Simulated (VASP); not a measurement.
# MgCd3Se4 (P3m1) in VASP: single point with PBE

Aim: the single point of MgCd3Se4 with PBE.

All numbers are computed with VASP 6.6.1; they aren't measurements. Logs are shortened: lines on timing, memory, paths and dates and some standing lists are left out, and cuts for length are marked.

## (1) The cell of the first run

It takes space group P3m1 (No. 156, trigonal). The conventional cell has a = 4.382 Å, b = 4.382 Å, c = 14.063 Å, α = 90.00°, β = 90.00°, γ = 120.00°. Mg (site symmetry 3m) has 4 Se at 2.59 to 2.63 Å within 3.4 Å. Cd (site symmetry 3m) has 4 Se at 2.68 Å within 3.5 Å. Cd (site symmetry 3m) has 4 Se at 2.68 to 2.69 Å within 3.5 Å. Within 3.5 Å of Cd (site symmetry 3m) lie 4 Se at 2.68 to 2.69 Å. Within 3.4 Å of Se (site symmetry 3m) lie 1 Mg at 2.59 Å and 3 Cd at 2.69 Å. Within 3.5 Å of Se (site symmetry 3m) lie 4 Cd at 2.68 to 2.69 Å. Within 3.5 Å of Se (site symmetry 3m) lie 3 Mg at 2.63 Å and 1 Cd at 2.68 Å. Se (site symmetry 3m) has 4 Cd at 2.68 Å within 3.5 Å.

## (2) Single point, PBE

The input, INCAR:

```
SYSTEM = MgCd3Se4
PREC = Accurate ; ENCUT = 600
EDIFF = 1E-6 ; ISMEAR = 0
SIGMA = 0.15 ; LREAL = .FALSE.
LASPH = .TRUE. ; NELM = 120
ALGO = Normal ; ISIF = 2
LWAVE = .FALSE. ; LCHARG = .FALSE.
GGA = PE ; NBANDS = 41
GGA_COMPAT = .FALSE.
```

The input, KPOINTS:

```
regular mesh
0
G
  3 3 1
  0 0 0
```

The input, POSCAR:

```
MgCd3Se4
1.0
    4.3816113351      0.0000000000      0.0000000000
   -2.1908056675      3.7945867257      0.0000000000
    0.0000000000      0.0000000000     14.0626235384
Mg Cd Se
1 3 4
Direct
    0.0000000000      0.0000000000      0.7483791057
    0.0000000000      0.0000000000      0.2508922658
    0.3333333333      0.6666666667     -0.0030182192
    0.3333333333      0.6666666667      0.5058271724
    0.0000000000      0.0000000000      0.9326470691
    0.0000000000      0.0000000000      0.4414989237
    0.3333333333      0.6666666667      0.6965060914
    0.3333333333      0.6666666667      0.1872675810
```

Potentials or basis: VASP PAW PBE potentials, release 64 (Mg, Cd, Se).

The run is started by

```
$ cat potpaw_PBE.64/Mg/POTCAR potpaw_PBE.64/Cd/POTCAR potpaw_PBE.64/Se/POTCAR > POTCAR
$ mpirun -np 1 vasp_std > vasp.out
```

OUTCAR:

```text
SYSTEM = MgCd3Se4
   PREC = Accurate
   ENCUT = 600
   EDIFF = 1E-6
   ISMEAR = 0
   LREAL = .FALSE.
   LASPH = .TRUE.
   NELM = 120
   ISIF = 2
   GGA = PE

 ion  position               nearest neighbor table
   1  0.000  0.000  0.748-   5 2.59   7 2.63   7 2.63   7 2.63
   2  0.000  0.000  0.251-   6 2.68   8 2.68   8 2.68   8 2.68
   3  0.333  0.667  0.997-   8 2.68   5 2.69   5 2.69   5 2.69
   4  0.333  0.667  0.506-   7 2.68   6 2.69   6 2.69   6 2.69
   5  0.000  0.000  0.933-   1 2.59   3 2.69   3 2.69   3 2.69
   6  0.000  0.000  0.441-   2 2.68   4 2.69   4 2.69   4 2.69
   7  0.333  0.667  0.697-   1 2.63   1 2.63   1 2.63   4 2.68
   8  0.333  0.667  0.187-   3 2.68   2 2.68   2 2.68   2 2.68

  LATTYP: Found a hexagonal cell.
 ALAT       =     4.3816113351
 C/A-ratio  =     3.2094639307

  Lattice vectors:

 A1 = (   4.3816113351,   0.0000000000,   0.0000000000)
 A2 = (  -2.1908056675,   3.7945867257,   0.0000000000)
 A3 = (   0.0000000000,   0.0000000000,  14.0626235384)

Analysis of symmetry for initial positions (statically):
=====================================================================
 Subroutine PRICEL returns:
 Original cell was already a primitive cell.

 Routine SETGRP: Setting up the symmetry group for a
 hexagonal supercell.

 Subroutine GETGRP returns: Found  6 space group operations
 (whereof  6 operations were pure point group operations)
 out of a pool of 24 trial point group operations.

The static configuration has the point symmetry C_3v.

Analysis of symmetry for dynamics (positions and initial velocities):
=====================================================================
 Subroutine PRICEL returns:
 Original cell was already a primitive cell.

 Routine SETGRP: Setting up the symmetry group for a
 hexagonal supercell.

 Subroutine GETGRP returns: Found  6 space group operations
 (whereof  6 operations were pure point group operations)
 out of a pool of 24 trial point group operations.

The dynamic configuration has the point symmetry C_3v.

 Subroutine INISYM returns: Found  6 space group operations
 (whereof  6 operations are pure point group operations),
 and found     1 'primitive' translations

----------------------------------------------------------------------------------------

                                     Primitive cell

  volume of cell :     233.8109

  direct lattice vectors                    reciprocal lattice vectors
     4.381611335  0.000000000  0.000000000     0.228226541  0.131766655  0.000000000
    -2.190805667  3.794586726  0.000000000     0.000000000  0.263533310  0.000000000
     0.000000000  0.000000000 14.062623538     0.000000000  0.000000000  0.071110486

  length of vectors
     4.381611335  4.381611335 14.062623538     0.263533310  0.263533310  0.071110486

  position of ions in fractional coordinates (direct lattice)
     0.000000000  0.000000000  0.748379106
     0.000000000  0.000000000  0.250892266
     0.333333333  0.666666667  0.996981781
     0.333333333  0.666666667  0.505827172
     0.000000000  0.000000000  0.932647069
     0.000000000  0.000000000  0.441498924
     0.333333333  0.666666667  0.696506091
     0.333333333  0.666666667  0.187267581

  ion indices of the primitive-cell ions
   primitive index   ion index
                 1           1
                 2           2
                 3           3
                 4           4
                 5           5
                 6           6
                 7           7
                 8           8

----------------------------------------------------------------------------------------

 KPOINTS: regular mesh

Automatic generation of k-mesh.
 Grid dimensions read from file:
 generate k-points for:    3    3    1

 Generating k-lattice:

  Cartesian coordinates                     Fractional coordinates (reciprocal lattice)
     0.076075514  0.043922218  0.000000000     0.333333333  0.000000000  0.000000000
     0.000000000  0.087844437  0.000000000     0.000000000  0.333333333  0.000000000
     0.000000000  0.000000000  0.071110486     0.000000000  0.000000000  1.000000000

  Length of vectors
     0.087844437  0.087844437  0.071110486

  Shift w.r.t. Gamma in fractional coordinates (k-lattice)
     0.000000000  0.000000000  0.000000000

 Subroutine IBZKPT returns following result:
 ===========================================

 Found      3 irreducible k-points:

 Following reciprocal coordinates:
            Coordinates               Weight
  0.000000  0.000000  0.000000      1.000000
  0.333333  0.000000  0.000000      6.000000
  0.333333  0.333333  0.000000      2.000000
   k-points           NKPTS =      3   k-points in BZ     NKDIM =      3   number of bands    NBANDS=     41
   number of dos      NEDOS =    301   number of ions     NIONS =      8
   total plane-waves  NPLWV = 145152
   dimension x,y,z NGX =    36 NGY =   36 NGZ =  112
   dimension x,y,z NGXF=    72 NGYF=   72 NGZF=  224
   ions per type =               1   3   4
   NGX,Y,Z   is equivalent  to a cutoff of  13.66, 13.66, 13.24 a.u.
   NGXF,Y,Z  is equivalent  to a cutoff of  27.32, 27.32, 26.48 a.u.
 SYSTEM =  MgCd3Se4
   PREC   = accura    normal or accurate (medium, high low for compatibility)
   ISTART =      0    job   : 0-new  1-cont  2-samecut
   ICHARG =      2    charge: 1-file 2-atom 10-const
   ISPIN  =      1    spin polarized calculation?
   LNONCOLLINEAR =      F non collinear calculations
   LSORBIT =      F    spin-orbit coupling
   LASPH  =      T    aspherical Exc in radial PAW
   ENCUT  =  600.0 eV  44.10 Ry    6.64 a.u.   8.75  8.75 28.09*2*pi/ulx,y,z
   NELM   =    120;   NELMIN=  2; NELMDL= -5     # of ELM steps
   EDIFF  = 0.1E-05   stopping-criterion for ELM
   LREAL  =      F    real-space projection
   EDIFFG = 0.1E-04   stopping-criterion for IOM
   NSW    =      0    number of steps for IOM
   IBRION =     -1    ionic relax: 0-MD 1-quasi-New 2-CG
   NFREE  =      0    steps in history (QN), initial steepest desc. (CG)
   ISIF   =      2    stress and relaxation
   ISYM   =      2    0-nonsym 1-usesym 2-fastsym
   POTIM  = 0.5000    time-step for ionic-motion
   TEBEG  =    0.0;   TEEND  =   0.0 temperature during run
   PSTRESS=    0.0 pullay stress
   NELECT =      62.0000    total number of electrons
   NUPDOWN=      -1.0000    fix difference up-down
   EMIN   =  10.00;   EMAX   =-10.00  energy-range for DOS
   EFERMI =   0.00;   METHOD = LEGACY
   ISMEAR =     0;   SIGMA  =   0.15  broadening in eV -4-tet -1-fermi 0-gaus
   EFERMI_NEDOS =   21; number of points for ismear=-14 and -15
   IALGO  =     38    algorithm
   IMIX   =      4    mixing-type and parameters
     AMIX     =   0.40;   BMIX     =  1.00
     AMIX_MAG =   1.60;   BMIX_MAG =  1.00
  volume/ion in A,a.u.               =      29.23       197.23
  Fermi-wavevector in a.u.,A,eV,Ry     =   1.051761  1.987541 15.050788  1.106202
  Thomas-Fermi vector in A             =   2.186817
   LORBIT       =      0    0 simple, 1 ext, 2 COOP (PROOUT), +10 PAW based schemes
   GGA     = PE    functional components
   LHFCALC =     F    Hartree Fock is set to
   AEXX    =    0.0000 exact exchange contribution
   IVDW    =     0    specifies the selected vdW correction
   LEPSILON=     F    determine dielectric tensor
   LRPA    =     F    only Hartree local field effects (RPA)
 non-spin polarized calculation
 Gauss-broadening in eV      SIGMA  =   0.15
  energy-cutoff  :      600.00
  volume of cell :      233.81
 maximum number of plane-waves:      7831
 NGX is ok and might be reduce to    36
   NGX = 17   NGY = 17   NGZ = 57

 number of electron      62.0000012 magnetization

 Free energy of the ion-electron system (eV)
  ---------------------------------------------------
  ext. energy  EPLUGINS =         0.00000000
  ---------------------------------------------------
  free energy    TOTEN  =       -23.65034790 eV

  energy without entropy =      -23.65033768  energy(sigma->0) =      -23.65034279

 E-fermi :   1.0543     XC(G=0):  -8.4567

 val. band max:        0.6247597570   @ k =   0.0000   0.0000   0.0000
 cond. band min:       1.4661219013   @ k =   0.0000   0.0000   0.0000
 fundamental gap:      0.8413621443
 Fermi energy:         1.0543022935

 k-point     1 :       0.0000    0.0000    0.0000
  band No.  band energies     occupation
      1     -11.5700      2.00000
      2     -11.3905      2.00000
      3     -11.3736      2.00000
      4     -11.1265      2.00000
      5      -7.1009      2.00000
      6      -7.1009      2.00000
[... 33 lines left out ...]
     40       6.7675      0.00000
     41       6.7678      0.00000

 k-point     2 :       0.3333    0.0000    0.0000
  band No.  band energies     occupation
      1     -11.3381      2.00000
      2     -11.2365      2.00000
      3     -11.1825      2.00000
      4     -11.0190      2.00000
      5      -7.0362      2.00000
      6      -7.0291      2.00000
[... 33 lines left out ...]
     40       7.0674      0.00000
     41       7.5195      0.00000

 k-point     3 :       0.3333    0.3333    0.0000
  band No.  band energies     occupation
      1     -11.2022      2.00000
      2     -11.1813      2.00000
      3     -11.0640      2.00000
      4     -10.9808      2.00000
      5      -7.0324      2.00000
      6      -6.9737      2.00000
[... 33 lines left out ...]
     40       6.8556      0.00000
     41       7.3112      0.00000

------------------------ aborting loop because EDIFF is reached ----------------------------------------

  FORCE on cell =-STRESS in cart. coord.  units (eV):
  Direction    XX          YY          ZZ          XY          YZ          ZX
  --------------------------------------------------------------------------------------
  -------------------------------------------------------------------------------------
  Total        0.2365174      0.2365174      0.1994809      0.0000000      0.0000000     -0.0000000
  in kB        1.6207240      1.6207240      1.3669330      0.0000000      0.0000000     -0.0000000
  external PRESSURE =       1.5361270 kB  Pullay stress =       0.0000000 kB

 VOLUME and BASIS-vectors are now :
 -----------------------------------------------------------------------------
  energy-cutoff  :      600.00
  volume of cell :      233.81
      direct lattice vectors                 reciprocal lattice vectors
     4.381611335  0.000000000  0.000000000     0.228226541  0.131766655  0.000000000
    -2.190805667  3.794586726  0.000000000     0.000000000  0.263533310  0.000000000
     0.000000000  0.000000000 14.062623538     0.000000000  0.000000000  0.071110486

 POSITION                                       TOTAL-FORCE (eV/Angst)
 -----------------------------------------------------------------------------------
      0.00000      0.00000     10.52417        -0.000000      0.000000     -0.001963
      0.00000      0.00000      3.52820        -0.000000     -0.000000     -0.000064
     -0.00000      2.52972     14.02018        -0.000000     -0.000000     -0.002118
     -0.00000      2.52972      7.11326        -0.000000      0.000000      0.010906
      0.00000      0.00000     13.11546        -0.000000     -0.000000     -0.024712
      0.00000      0.00000      6.20863         0.000000     -0.000000     -0.001529
     -0.00000      2.52972      9.79470        -0.000000     -0.000000      0.020703
     -0.00000      2.52972      2.63347         0.000000     -0.000000     -0.001222
 -----------------------------------------------------------------------------------
    total drift:                                0.000000     -0.000000     -0.002377

  FREE ENERGIE OF THE ION-ELECTRON SYSTEM (eV)
  ---------------------------------------------------
  free  energy   TOTEN  =       -23.6503479008 eV

  energy  without entropy=      -23.6503376812  energy(sigma->0) =      -23.65034279
```

It took 27 s on 1 thread of Intel Xeon 6975P-C (Granite Rapids), shared host; peak memory 0.36 GiB.

Results:

```yaml
Free_energy: -23.6503 eV
Pressure: 0.2 GPa
Largest_force: 0.025 eV/Å
Band_gap_on_the_k_mesh: 0.84 eV, direct
```

Forces on the atoms (eV/Å):
```
Mg   0.000  0.000 -0.002
Cd   0.000  0.000  0.000
Cd   0.000  0.000 -0.002
Cd   0.000  0.000  0.011
Se   0.000  0.000 -0.025
Se   0.000  0.000 -0.002
Se   0.000  0.000  0.021
Se   0.000  0.000 -0.001
```

Levels at points of the mesh, in eV from the valence-band top:
| k point | band 27 | band 28 | band 29 | band 30 | band 31 | band 32 | band 33 | band 34 | band 35 | band 36 |
| --- | --- | --- | --- | --- | --- | --- | --- | --- | --- | --- |
| (0.00, 0.00, 0.00) | -0.29 | -0.29 | -0.09 | 0.00 | 0.00 | 0.84 | 2.21 | 2.39 | 2.96 | 5.74 |

Caveat: the k points lie up to 0.55 Å⁻¹ apart.
